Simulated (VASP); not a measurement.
# B (P6/mmm) in VASP: relaxation of cell and atoms with PBE+D3(BJ)

Aim: the relaxation of cell and atoms of B with PBE+D3(BJ).

All numbers are computed with VASP 6.6.1; they aren't measurements. Logs are shortened: lines on timing, memory, paths and dates and some standing lists are left out, and cuts for length are marked.

## 1. The cell of the first run

It takes space group P6/mmm (No. 191, hexagonal). The conventional cell has a = 3.011 Å, b = 3.011 Å, c = 1.866 Å, α = 90.00°, β = 90.00°, γ = 120.00°. Within 2.3 Å of B (site symmetry -6m2) lie 5 B at 1.74 to 1.87 Å.

This isn't the form of B at room conditions, which is rhombohedral.

## 2. Relaxation of cell and atoms, PBE+D3(BJ)

INCAR reads:

```
ALGO = Normal
EDIFF = 1E-7
EDIFFG = -0.01
ENCUT = 600
GGA = PE
IBRION = 2
ISIF = 3
ISMEAR = 0
IVDW = 12
LASPH = T
LCHARG = F
LREAL = F
LWAVE = F
NELM = 100
NSW = 80
PREC = Accurate
SIGMA = 0.1
```

KPOINTS reads:

```
k-points
0
Gamma
  18 18 22
```

POSCAR reads:

```
B
1.0
    3.0112201827      0.0000000000      0.0000000000
   -1.5056100913      2.6077931746      0.0000000000
    0.0000000000      0.0000000000      1.8663376729
B
2
Direct
    0.3333333333      0.6666666667      0.0000000000
    0.6666666667      0.3333333333      0.0000000000
```

Potentials or basis: VASP PAW PBE potentials, release 64 (B).

The run is started by

```console
$ cat potpaw_PBE.64/B/POTCAR > POTCAR
$ mpirun -np 1 vasp_std > vasp.out
```

OUTCAR:

```text
EDIFF = 1E-7
   EDIFFG = -0.01
   ENCUT = 600
   GGA = PE
   IBRION = 2
   ISIF = 3
   ISMEAR = 0
   IVDW = 12
   LASPH = T
   LREAL = F
   NELM = 100
   NSW = 80
   PREC = Accurate
 IVDW          = 12

 ion  position               nearest neighbor table
   1  0.333  0.667  0.000-   2 1.74   2 1.74   2 1.74
   2  0.667  0.333  0.000-   1 1.74   1 1.74   1 1.74

  LATTYP: Found a hexagonal cell.
 ALAT       =     3.0112201827
 C/A-ratio  =     0.6197944885

  Lattice vectors:

 A1 = (   3.0112201827,   0.0000000000,   0.0000000000)
 A2 = (  -1.5056100913,   2.6077931746,   0.0000000000)
 A3 = (   0.0000000000,   0.0000000000,   1.8663376729)

Analysis of symmetry for initial positions (statically):
=====================================================================
 Subroutine PRICEL returns:
 Original cell was already a primitive cell.

 Routine SETGRP: Setting up the symmetry group for a
 hexagonal supercell.

 Subroutine GETGRP returns: Found 24 space group operations
 (whereof 24 operations were pure point group operations)
 out of a pool of 24 trial point group operations.

The static configuration has the point symmetry D_6h.

Analysis of symmetry for dynamics (positions and initial velocities):
=====================================================================
 Subroutine PRICEL returns:
 Original cell was already a primitive cell.

 Routine SETGRP: Setting up the symmetry group for a
 hexagonal supercell.

 Subroutine GETGRP returns: Found 24 space group operations
 (whereof 24 operations were pure point group operations)
 out of a pool of 24 trial point group operations.

The dynamic configuration has the point symmetry D_6h.

 Subroutine INISYM returns: Found 24 space group operations
 (whereof 24 operations are pure point group operations),
 and found     1 'primitive' translations

----------------------------------------------------------------------------------------

                                     Primitive cell

  volume of cell :      14.6557

  direct lattice vectors                    reciprocal lattice vectors
     3.011220183  0.000000000  0.000000000     0.332091292  0.191732997  0.000000000
    -1.505610091  2.607793175  0.000000000     0.000000000  0.383465993  0.000000000
     0.000000000  0.000000000  1.866337673     0.000000000  0.000000000  0.535808720

  length of vectors
     3.011220183  3.011220183  1.866337673     0.383465993  0.383465993  0.535808720

  position of ions in fractional coordinates (direct lattice)
     0.333333333  0.666666667  0.000000000
     0.666666667  0.333333333  0.000000000

  ion indices of the primitive-cell ions
   primitive index   ion index
                 1           1
                 2           2

----------------------------------------------------------------------------------------

 KPOINTS: k-points

Automatic generation of k-mesh.
 Grid dimensions read from file:
 generate k-points for:   18   18   22

 Generating k-lattice:

  Cartesian coordinates                     Fractional coordinates (reciprocal lattice)
     0.018449516  0.010651833  0.000000000     0.055555556  0.000000000  0.000000000
     0.000000000  0.021303666  0.000000000     0.000000000  0.055555556  0.000000000
     0.000000000  0.000000000  0.024354942     0.000000000  0.000000000  0.045454545

  Length of vectors
     0.021303666  0.021303666  0.024354942

  Shift w.r.t. Gamma in fractional coordinates (k-lattice)
     0.000000000  0.000000000  0.000000000

 Subroutine IBZKPT returns following result:
 ===========================================

 Found    444 irreducible k-points:

 Following reciprocal coordinates:
            Coordinates               Weight
  0.000000  0.000000  0.000000      1.000000
  0.055556  0.000000  0.000000      6.000000
  0.111111  0.000000  0.000000      6.000000
  0.166667  0.000000  0.000000      6.000000
  0.222222  0.000000  0.000000      6.000000
  0.277778  0.000000  0.000000      6.000000
[... 16 lines left out ...]
  0.333333  0.111111  0.000000     12.000000
  0.388889  0.111111  0.000000     12.000000
 [... further k-points ...]
   k-points           NKPTS =    444   k-points in BZ     NKDIM =    444   number of bands    NBANDS=      7
   number of dos      NEDOS =    301   number of ions     NIONS =      2
   total plane-waves  NPLWV =   9216
   dimension x,y,z NGX =    24 NGY =   24 NGZ =   16
   dimension x,y,z NGXF=    48 NGYF=   48 NGZF=   32
   ions per type =               2
   NGX,Y,Z   is equivalent  to a cutoff of  13.25, 13.25, 14.25 a.u.
   NGXF,Y,Z  is equivalent  to a cutoff of  26.50, 26.50, 28.50 a.u.
 SYSTEM =  unknown system
   PREC   = accura    normal or accurate (medium, high low for compatibility)
   ISTART =      0    job   : 0-new  1-cont  2-samecut
   ICHARG =      2    charge: 1-file 2-atom 10-const
   ISPIN  =      1    spin polarized calculation?
   LNONCOLLINEAR =      F non collinear calculations
   LSORBIT =      F    spin-orbit coupling
   LASPH  =      T    aspherical Exc in radial PAW
   ENCUT  =  600.0 eV  44.10 Ry    6.64 a.u.   6.01  6.01  3.73*2*pi/ulx,y,z
   NELM   =    100;   NELMIN=  2; NELMDL= -5     # of ELM steps
   EDIFF  = 0.1E-06   stopping-criterion for ELM
   LREAL  =      F    real-space projection
   EDIFFG = -.1E-01   stopping-criterion for IOM
   NSW    =     80    number of steps for IOM
   IBRION =      2    ionic relax: 0-MD 1-quasi-New 2-CG
   NFREE  =      1    steps in history (QN), initial steepest desc. (CG)
   ISIF   =      3    stress and relaxation
   ISYM   =      2    0-nonsym 1-usesym 2-fastsym
   POTIM  = 0.5000    time-step for ionic-motion
   TEBEG  =    0.0;   TEEND  =   0.0 temperature during run
   PSTRESS=    0.0 pullay stress
   NELECT =       6.0000    total number of electrons
   NUPDOWN=      -1.0000    fix difference up-down
   EMIN   =  10.00;   EMAX   =-10.00  energy-range for DOS
   EFERMI =   0.00;   METHOD = LEGACY
   ISMEAR =     0;   SIGMA  =   0.10  broadening in eV -4-tet -1-fermi 0-gaus
   EFERMI_NEDOS =   21; number of points for ismear=-14 and -15
   IALGO  =     38    algorithm
   IMIX   =      4    mixing-type and parameters
     AMIX     =   0.40;   BMIX     =  1.00
     AMIX_MAG =   1.60;   BMIX_MAG =  1.00
  volume/ion in A,a.u.               =       7.33        49.45
  Fermi-wavevector in a.u.,A,eV,Ry     =   1.215598  2.297147 20.105034  1.477678
  Thomas-Fermi vector in A             =   2.350980
   LORBIT       =      0    0 simple, 1 ext, 2 COOP (PROOUT), +10 PAW based schemes
   GGA     = PE    functional components
   LHFCALC =     F    Hartree Fock is set to
   AEXX    =    0.0000 exact exchange contribution
   IVDW    =    12    specifies the selected vdW correction
   LEPSILON=     F    determine dielectric tensor
   LRPA    =     F    only Hartree local field effects (RPA)
 conjugate gradient relaxation of ions
 non-spin polarized calculation
 Gauss-broadening in eV      SIGMA  =   0.10
  energy-cutoff  :      600.00
  volume of cell :       14.66
 maximum number of plane-waves:       504
   NGX = 13   NGY = 13   NGZ =  7

--------------------------------------- Ionic step        1  -------------------------------------------

 number of electron       6.0000000 magnetization

 Free energy of the ion-electron system (eV)
  ---------------------------------------------------
  ext. energy  EPLUGINS =         0.00000000
  ---------------------------------------------------
  free energy    TOTEN  =       -11.89881352 eV

  energy without entropy =      -11.89666775  energy(sigma->0) =      -11.89774064

------------------------ aborting loop because EDIFF is reached ----------------------------------------

 Edisp (eV)   -0.40911

 E8    (eV) :    -0.1362

  FORCE on cell =-STRESS in cart. coord.  units (eV):
  Direction    XX          YY          ZZ          XY          YZ          ZX
  --------------------------------------------------------------------------------------
  -------------------------------------------------------------------------------------
  Total      -0.35264    -0.35264     0.95016    -0.00000     0.00000     0.00000
  in kB     -38.55154   -38.55154   103.87246    -0.00000     0.00000     0.00000
  external pressure =        8.92 kB  Pullay stress =        0.00 kB
[... 141 lines left out ...]
  energy  without entropy=      -12.3208228729  energy(sigma->0) =      -12.32178011

--------------------------------------- Ionic step        5  -------------------------------------------

 number of electron       6.0000000 magnetization

 Free energy of the ion-electron system (eV)
  ---------------------------------------------------
  ext. energy  EPLUGINS =         0.00000000
  ---------------------------------------------------
  free energy    TOTEN  =       -11.91974932 eV

  energy without entropy =      -11.91780408  energy(sigma->0) =      -11.91877670

 E-fermi :   5.6967     XC(G=0): -11.6423

 val. band max:        5.6864511973   @ k =   0.2778   0.2778   0.4545
 cond. band min:       5.7049854343   @ k =   0.1667   0.0556   0.3182
 fundamental gap:      0.0185342369
 Fermi energy:         5.6966842683

 k-point     1 :       0.0000    0.0000    0.0000
  band No.  band energies     occupation
      1      -9.1532      2.00000
      2       4.0400      2.00000
      3       4.0400      2.00000
      4      11.3240      0.00000
      5      11.3240      0.00000
      6      11.5931      0.00000
      7      19.4401      0.00000
[... 221 lines left out ...]
 k-point    24 :       0.3889    0.1111    0.0000
  band No.  band energies     occupation
      1      -5.7603      2.00000
      2      -3.5485      2.00000
      3       0.7221      2.00000
      4      10.3188      0.00000
      5      18.1233      0.00000
      6      20.7848      0.00000
      7      21.6307      0.00000

 [... further k-points ...]

------------------------ aborting loop because EDIFF is reached ----------------------------------------

 Edisp (eV)   -0.40309

 E8    (eV) :    -0.1342

  FORCE on cell =-STRESS in cart. coord.  units (eV):
  Direction    XX          YY          ZZ          XY          YZ          ZX
  --------------------------------------------------------------------------------------
  -------------------------------------------------------------------------------------
  Total       0.00326     0.00326    -0.00299     0.00000     0.00000     0.00000
  in kB       0.35107     0.35107    -0.32246     0.00000     0.00000     0.00000
  external pressure =        0.13 kB  Pullay stress =        0.00 kB
[... 17 lines left out ...]
  FREE ENERGIE OF THE ION-ELECTRON SYSTEM (eV)
  ---------------------------------------------------
  free  energy   TOTEN  =       -12.3228426706 eV

  energy  without entropy=      -12.3208974282  energy(sigma->0) =      -12.32187005

 reached required accuracy - stopping structural energy minimisation
```

Wall time 2.7 min (1 thread of AMD EPYC 7R13, shared host); peak memory 0.14 GiB.

Results:

```
Free energy                           : -12.3228 eV
Relaxed volume                        : 7.43 Å³/atom
Relaxed cell                          : a = 2.993 Å, b = 2.993 Å, c = 1.916 Å, α = 90.00°, β = 90.00°, γ = 120.00°
Space group after relaxing (to 0.1 Å) : P6/mmm (No. 191)
Energy gained by relaxing             : 7.5 meV/atom
Ionic steps                           : 5
Pressure after relaxing               : 0.0 GPa
Band gap on the k mesh                : zero (bands 3 and 4 overlap by 5.18 eV)
Dispersion energy per atom            : -0.202 eV
```

Step by step:
```
step  energy change (eV)  largest force (eV/Å)  pressure (GPa)  volume (Å³)
   1              0.0000                0.0000            0.89        14.66
   2             -0.0142                0.0000            1.74        14.74
   3             -0.0142                0.0000            1.75        14.74
   4             -0.0148                0.0000           -0.66        14.92
   5             -0.0149                0.0000            0.01        14.87
```

Final structure:
```cif
data_structure
_symmetry_space_group_name_H-M 'P 1'
_symmetry_Int_Tables_number 1
_cell_length_a 2.9932
_cell_length_b 2.9932
_cell_length_c 1.9161
_cell_angle_alpha 90.000
_cell_angle_beta 90.000
_cell_angle_gamma 120.000
_cell_volume 14.87
loop_
_atom_site_label
_atom_site_type_symbol
_atom_site_fract_x
_atom_site_fract_y
_atom_site_fract_z
_atom_site_occupancy
B1 B 0.33333 0.66667 0.00000 1
B2 B 0.66667 0.33333 0.00000 1
```
